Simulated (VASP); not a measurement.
# Y (P6_3/mmc) in VASP: a series of runs

Y is run at these levels: PBEsol; tasks: relaxation of cell and atoms.

All numbers are computed with VASP 6.6.1; they aren't measurements. Logs are shortened: lines on timing, memory, paths and dates and some standing lists are left out, and cuts for length are marked.

### 1 The cell of the first run

The structure is hexagonal, space group P6_3/mmc (No. 194). Conventional cell: a = 3.643 Å, b = 3.643 Å, c = 11.844 Å, α = 90.00°, β = 90.00°, γ = 120.00°. Y (site symmetry -6m2) has 12 Y at 3.63 to 3.64 Å within 4.8 Å. Y (site symmetry -3m) has 12 Y at 3.63 to 3.64 Å within 4.8 Å.

### 2 Relaxation of cell and atoms, PBEsol

INCAR

```
SYSTEM = Y
PREC = Accurate
ENCUT = 600
EDIFF = 1E-6
ISMEAR = -1
SIGMA = 0.05
LREAL = .FALSE.
LASPH = .TRUE.
NELM = 100
ALGO = Fast
ISIF = 3
LWAVE = .FALSE.
LCHARG = .FALSE.
GGA = PS
IBRION = 2
NSW = 60
EDIFFG = -0.01
```

KPOINTS

```
regular mesh
0
G
  8 8 3
  0 0 0
```

POSCAR

```
Y
1.0
    3.6425441402      0.0000000000      0.0000000000
   -1.8212720701      3.1545357598      0.0000000000
    0.0000000000      0.0000000000     11.8441303500
Y
4
Direct
    0.6666666667      0.3333333333      0.7500000000
    0.0000000000      0.0000000000      0.5000000000
    0.3333333333      0.6666666667      0.2500000000
    0.0000000000      0.0000000000      0.0000000000
```

Potentials or basis: VASP PAW PBE potentials, release 64 (Y_sv).

Started as:

```bash
> cat potpaw_PBE.64/Y_sv/POTCAR > POTCAR
> mpirun -np 1 vasp_std > vasp.out
```

OUTCAR:

```text
SYSTEM = Y
   PREC = Accurate
   ENCUT = 600
   EDIFF = 1E-6
   ISMEAR = -1
   LREAL = .FALSE.
   LASPH = .TRUE.
   NELM = 100
   ISIF = 3
   GGA = PS
   IBRION = 2
   NSW = 60
   EDIFFG = -0.01

 ion  position               nearest neighbor table
   1  0.667  0.333  0.750-   2 3.63   4 3.63   2 3.63   4 3.63   2 3.63   4 3.63
   2  0.000  0.000  0.500-   1 3.63   3 3.63   3 3.63   1 3.63   1 3.63   3 3.63
   3  0.333  0.667  0.250-   2 3.63   4 3.63   2 3.63   4 3.63   2 3.63   4 3.63
   4  0.000  0.000  0.000-   1 3.63   3 3.63   3 3.63   1 3.63   1 3.63   3 3.63

  LATTYP: Found a hexagonal cell.
 ALAT       =     3.6425441402
 C/A-ratio  =     3.2516092857

  Lattice vectors:

 A1 = (   3.6425441402,   0.0000000000,   0.0000000000)
 A2 = (  -1.8212720701,   3.1545357598,   0.0000000000)
 A3 = (   0.0000000000,   0.0000000000,  11.8441303500)

Analysis of symmetry for initial positions (statically):
=====================================================================
 Subroutine PRICEL returns:
 Original cell was already a primitive cell.

 Routine SETGRP: Setting up the symmetry group for a
 hexagonal supercell.

 Subroutine GETGRP returns: Found 24 space group operations
 (whereof 12 operations were pure point group operations)
 out of a pool of 24 trial point group operations.

The static configuration has the point symmetry D_3d.
 The point group associated with its full space group is D_6h.

Analysis of symmetry for dynamics (positions and initial velocities):
=====================================================================
 Subroutine PRICEL returns:
 Original cell was already a primitive cell.

 Routine SETGRP: Setting up the symmetry group for a
 hexagonal supercell.

 Subroutine GETGRP returns: Found 24 space group operations
 (whereof 12 operations were pure point group operations)
 out of a pool of 24 trial point group operations.

The dynamic configuration has the point symmetry D_3d.
 The point group associated with its full space group is D_6h.

 Subroutine INISYM returns: Found 24 space group operations
 (whereof 12 operations are pure point group operations),
 and found     1 'primitive' translations

----------------------------------------------------------------------------------------

                                     Primitive cell

  volume of cell :     136.0954

[... 89 lines left out ...]
   EDIFFG = -.1E-01   stopping-criterion for IOM
   NSW    =     60    number of steps for IOM
   IBRION =      2    ionic relax: 0-MD 1-quasi-New 2-CG
   NFREE  =      1    steps in history (QN), initial steepest desc. (CG)
   ISIF   =      3    stress and relaxation
   ISYM   =      2    0-nonsym 1-usesym 2-fastsym
   POTIM  = 0.5000    time-step for ionic-motion
   TEBEG  =    0.0;   TEEND  =   0.0 temperature during run
   PSTRESS=    0.0 pullay stress
   NELECT =      44.0000    total number of electrons
   NUPDOWN=      -1.0000    fix difference up-down
   EMIN   =  10.00;   EMAX   =-10.00  energy-range for DOS
   EFERMI =   0.00;   METHOD = LEGACY
   ISMEAR =    -1;   SIGMA  =   0.05  broadening in eV -4-tet -1-fermi 0-gaus
   EFERMI_NEDOS =   21; number of points for ismear=-14 and -15
   IALGO  =     68    algorithm
   IMIX   =      4    mixing-type and parameters
     AMIX     =   0.40;   BMIX     =  1.00
     AMIX_MAG =   1.60;   BMIX_MAG =  1.00
  volume/ion in A,a.u.               =      34.02       229.60
  Fermi-wavevector in a.u.,A,eV,Ry     =   1.123599  2.123294 17.177003  1.262474
  Thomas-Fermi vector in A             =   2.260266
   LORBIT       =      0    0 simple, 1 ext, 2 COOP (PROOUT), +10 PAW based schemes
   GGA     = PS    functional components
   LHFCALC =     F    Hartree Fock is set to
   AEXX    =    0.0000 exact exchange contribution
   IVDW    =     0    specifies the selected vdW correction
   LEPSILON=     F    determine dielectric tensor
   LRPA    =     F    only Hartree local field effects (RPA)
 conjugate gradient relaxation of ions
 non-spin polarized calculation
 RMM-DIIS sequential band-by-band and
  energy-cutoff  :      600.00
  volume of cell :      136.10
 maximum number of plane-waves:      4613
 NGX is ok and might be reduce to    30
   NGX = 15   NGY = 15   NGZ = 47

--------------------------------------- Ionic step        1  -------------------------------------------

 number of electron      44.0000000 magnetization

 Free energy of the ion-electron system (eV)
  ---------------------------------------------------
  ext. energy  EPLUGINS =         0.00000000
  ---------------------------------------------------
  free energy    TOTEN  =       -27.13771135 eV

  energy without entropy =      -27.07726686  energy(sigma->0) =      -27.10748911

------------------------ aborting loop because EDIFF is reached ----------------------------------------

  FORCE on cell =-STRESS in cart. coord.  units (eV):
  Direction    XX          YY          ZZ          XY          YZ          ZX
  --------------------------------------------------------------------------------------
  -------------------------------------------------------------------------------------
  Total       -2.8906231     -2.8906231     -3.3606781      0.0000000      0.0000000     -0.0000000
  in kB      -34.0297369    -34.0297369    -39.5634402      0.0000000      0.0000000     -0.0000000
  external PRESSURE =     -35.8743047 kB  Pullay stress =       0.0000000 kB
[... 25 lines left out ...]
--------------------------------------- Ionic step        2  -------------------------------------------

 number of electron      44.0000002 magnetization

 E-fermi :   3.2963     XC(G=0):  -9.8377

 val. band max:        3.2869186780   @ k =   0.2500   0.1250   0.0000
 cond. band min:       3.3038486122   @ k =   0.2500   0.2500   0.3333
 fundamental gap:      0.0169299343
 Fermi energy:         3.2963267248

 k-point     1 :       0.0000    0.0000    0.0000
  band No.  band energies     occupation
      1     -39.1258      2.00000
      2     -39.0843      2.00000
      3     -39.0753      2.00000
      4     -39.0332      2.00000
      5     -19.5061      2.00000
      6     -19.1648      2.00000
[... 758 lines left out ...]
--------------------------------------- Ionic step        7  -------------------------------------------

 number of electron      44.0000001 magnetization

 Free energy of the ion-electron system (eV)
  ---------------------------------------------------
  ext. energy  EPLUGINS =         0.00000000
  ---------------------------------------------------
  free energy    TOTEN  =       -27.29661866 eV

  energy without entropy =      -27.24448189  energy(sigma->0) =      -27.27055027

 E-fermi :   3.2388     XC(G=0):  -9.7922

 val. band max:        3.2328164454   @ k =   0.2500   0.1250   0.0000
 cond. band min:       3.2468264604   @ k =   0.2500   0.2500   0.3333
 fundamental gap:      0.0140100150
 Fermi energy:         3.2387697248

 k-point     1 :       0.0000    0.0000    0.0000
  band No.  band energies     occupation
      1     -39.2085      2.00000
      2     -39.1696      2.00000
      3     -39.1591      2.00000
      4     -39.1197      2.00000
      5     -19.5741      2.00000
      6     -19.2450      2.00000
[... 600 lines left out ...]
  FREE ENERGIE OF THE ION-ELECTRON SYSTEM (eV)
  ---------------------------------------------------
  free  energy   TOTEN  =       -27.2966186610 eV

  energy  without entropy=      -27.2444818862  energy(sigma->0) =      -27.27055027

 reached required accuracy - stopping structural energy minimisation
```

CONTCAR:

```text
Y
   1.00000000000000
     3.5303758303729662   -0.0000000000000000   -0.0000000000000000
    -1.7651879151864831    3.0573951539920108   -0.0000000000000000
     0.0000000000000000    0.0000000000000000   11.3970992852167576
  Y
     4
Direct
     0.6666666667000030    0.3333333332999970    0.7500000000000000
     1.0000000000000000    0.0000000000000000    0.5000000000000000
     0.3333333332999970    0.6666666667000030    0.2500000000000000
     1.0000000000000000    0.0000000000000000    0.0000000000000000

  0.00000000E+00  0.00000000E+00  0.00000000E+00
  0.00000000E+00  0.00000000E+00  0.00000000E+00
  0.00000000E+00  0.00000000E+00  0.00000000E+00
  0.00000000E+00  0.00000000E+00  0.00000000E+00
```

It took 12 min on 1 thread of Oxide Virtual Turin-like, shared host; peak memory 0.3 GiB.

What came out:

| Item | Value |
| --- | --- |
| Free energy | -27.2966 eV |
| Relaxed volume | 30.75 Å³/atom |
| Relaxed cell | a = 3.530 Å, b = 3.530 Å, c = 11.397 Å, α = 90.00°, β = 90.00°, γ = 120.00° |
| Space group after relaxing (to 0.1 Å) | P6_3/mmc (No. 194) |
| Energy gained by relaxing | 39.7 meV/atom |
| Ionic steps | 7 |
| Pressure after relaxing | 0.0 GPa |
| Band gap on the k mesh | zero (bands 22 and 23 overlap by 1.16 eV) |

The path:
| step | energy change (eV) | largest force (eV/Å) | pressure (GPa) | volume (Å³) |
| --- | --- | --- | --- | --- |
| 1 | 0.0000 | 0.0000 | -3.59 | 136.10 |
| 2 | -0.1569 | 0.0000 | 0.48 | 121.63 |
| 3 | -0.1588 | 0.0000 | 0.01 | 122.95 |
| 4 | -0.1588 | 0.0000 | -0.08 | 123.20 |
| 5 | -0.1588 | 0.0000 | -0.08 | 123.21 |
| 6 | -0.1589 | 0.0000 | -0.08 | 123.21 |
| 7 | -0.1589 | 0.0000 | -0.01 | 123.02 |

Final structure:
```
Y
1.0
     3.53038    0.00000    0.00000
    -1.76519    3.05740    0.00000
     0.00000    0.00000   11.39710
Y
4
Direct
  0.66667 0.33333 0.75000
  0.00000 0.00000 0.50000
  0.33333 0.66667 0.25000
  0.00000 0.00000 0.00000
```

Levels at points of the mesh, in eV from the Fermi level:
| k point | band 20 | band 21 | band 22 | band 23 | band 24 | band 25 |
| --- | --- | --- | --- | --- | --- | --- |
| (0.00, 0.00, 0.00) | -2.04 | 0.79 | 0.84 | 0.90 | 1.66 | 1.66 |
| (0.50, 0.00, 0.00) | -1.24 | -0.55 | -0.51 | -0.31 | 0.50 | 0.77 |

Caveat: the PAW data sets were made with another functional, which shifts forces and pressure a little.

### 3 Relaxation of cell and atoms, PBEsol, target pressure 2 GPa, at which the enthalpy is minimised

INCAR

```
PREC = Accurate
ENCUT = 600
EDIFF = 1E-7
ISMEAR = -1
SIGMA = 0.05
LREAL = False
LASPH = True
NELM = 100
ALGO = Fast
ISIF = 3
LWAVE = False
LCHARG = False
GGA = PS
IBRION = 2
NSW = 60
EDIFFG = -0.01
PSTRESS = 20.0
```

KPOINTS

```
Automatic mesh
0
Gamma
  8 8 3
```

POSCAR is that of step 2.

Potentials or basis: VASP PAW PBE potentials, release 64 (Y_sv).

Started as:

```bash
> cat potpaw_PBE.64/Y_sv/POTCAR > POTCAR
> mpirun -np 1 vasp_std > vasp.out
```

Wall time 25 min (1 thread of Oxide Virtual Turin-like, shared host); peak memory 0.32 GiB.

It converged, with:

```
Free energy                                                : -27.2638 eV
Relaxed volume                                             : 29.40 Å³/atom
Relaxed cell                                               : a = 3.478 Å, b = 3.478 Å, c = 11.228 Å, α = 90.00°, β = 90.00°, γ = 120.00°
Space group after relaxing (to 0.1 Å)                      : P6_3/mmc (No. 194)
Energy change on relaxing (the run minimises the enthalpy) : -31.5 meV/atom
Ionic steps                                                : 8
Pressure after relaxing                                    : 2.0 GPa
Band gap on the k mesh                                     : zero (bands 22 and 23 overlap by 1.19 eV)
```

Step by step:
| step | energy change (eV) | largest force (eV/Å) | pressure (GPa) | volume (Å³) |
| --- | --- | --- | --- | --- |
| 1 | 0.0000 | 0.0000 | -3.59 | 136.10 |
| 2 | -0.0639 | 0.0000 | 3.58 | 114.02 |
| 3 | -0.1254 | 0.0000 | 2.04 | 117.56 |
| 4 | -0.1297 | 0.0000 | 1.86 | 117.91 |
| 5 | -0.1298 | 0.0000 | 1.89 | 117.91 |
| 6 | -0.1298 | 0.0000 | 1.88 | 117.91 |
| 7 | -0.1278 | 0.0000 | 1.95 | 117.74 |
| 8 | -0.1261 | 0.0000 | 2.00 | 117.61 |

Final structure:
```xyz
4
Lattice="3.4778 0.0000 0.0000 -1.7389 3.0119 0.0000 0.0000 0.0000 11.2278" Properties=species:S:1:pos:R:3 pbc="T T T"
Y     1.7389    1.0040    8.4209
Y     0.0000    0.0000    5.6139
Y     0.0000    2.0079    2.8070
Y     0.0000    0.0000    0.0000
```

Levels at points of the mesh, in eV from the Fermi level:
```
           k point  band 20  band 21  band 22  band 23  band 24  band 25
(0.00, 0.00, 0.00)    -2.10     0.80     0.86     1.06     1.69     1.69
(0.50, 0.00, 0.00)    -1.26    -0.57    -0.55    -0.32     0.57     0.77
```

Caveat: the cell is relaxed towards a set pressure, so the run minimises the enthalpy, not the energy; the PAW data sets were made with another functional, which shifts forces and pressure a little.

The gap in the log of VASP goes by the Fermi energy; the results here count the filled bands.